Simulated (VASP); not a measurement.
GaSb:

```
Sb Ga
1.0
     0.00000    3.05900    3.05900
     3.05900    0.00000    3.05900
     3.05900    3.05900    0.00000
Sb Ga
1 1
Direct
  0.75000 0.75000 0.75000
  0.00000 0.00000 0.00000
```

| Item | Value |
| --- | --- |
| Program | VASP 6.6.1 |
| Task | relaxation of cell and atoms |
| Functional | revPBE |
| Potentials or basis | VASP PAW PBE potentials, release 64 (Sb, Ga_d) |
| Cutoff | 600 eV |
| k mesh | 8 × 8 × 8 |
| Occupations | fermi-dirac, width 0.05 eV |
| Spin | no spin polarisation |

At the start: pressure 3.5 GPa; volume 28.62 Å³/atom.

Question: How do energy, volume and symmetry change on relaxing?

Answer: Over 3 steps the energy falls by 22.1 meV/atom and the volume is 30.77 Å³/atom (+7.5 %); space group F-43m (No. 216, to 0.05 Å).

Step by step:
```
step  energy change (eV)  largest force (eV/Å)  pressure (GPa)  volume (Å³)
   1              0.0000                0.0000            3.52        57.25
   2             -0.0418                0.0000           -0.69        62.62
   3             -0.0442                0.0000            0.01        61.53
```

Final structure:
```xyz
2
Lattice="0.0000 3.1335 3.1335 3.1335 0.0000 3.1335 3.1335 3.1335 0.0000" Properties=species:S:1:pos:R:3 pbc="T T T"
Sb    4.7002    4.7002    4.7002
Ga    0.0000    0.0000    0.0000
```

Caveat: the PAW data sets were made with another functional, which shifts forces and pressure a little.
